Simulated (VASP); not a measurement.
Crystal: WS2 (Tungstenite).

```
W S
1.0
     1.54677    0.89303    6.03752
    -1.54677    0.89303    6.03752
     0.00000   -1.78605    6.03752
W S
1 2
Cartesian
  0.0000 0.0000 0.0000
  0.0000 0.0000 10.5234
  0.0000 0.0000 13.5898
```

This cell differs from its parent crystal: volume scaled by 0.94.

Base run:

```yaml
Program: VASP 6.6.1
Functional: LDA
Potentials_or_basis: VASP PAW LDA potentials, release 64 (W_sv, S)
Cutoff: 520 eV
k_mesh: 10 × 10 × 10
Occupations: fermi-dirac, width 0.05 eV
Spin: no spin polarisation
```

Its results: band gap on the k mesh 0.92 eV, indirect (least direct gap 2.37 eV); pressure 8.3 GPa; largest force 1.292 eV/Å.

The run is repeated on the same cell with these changes: functional from LDA to PBEsol; potentials or basis from VASP PAW LDA potentials, release 64 (W_sv, S) to VASP PAW PBE potentials, release 64 (W_sv, S). What comes out?

Band gap on the k mesh 0.96 eV, indirect (least direct gap 2.39 eV); pressure 11.4 GPa; largest force 1.499 eV/Å.

Caveats: spin-orbit coupling is left out, which moves the levels of the heavy elements; forces of over 1 eV/Å act on the atoms, so gaps and moduli don't describe the material at rest (some runs); the PAW data sets were made with another functional, which shifts forces and pressure a little (some runs).

A k mesh can miss the band edges.
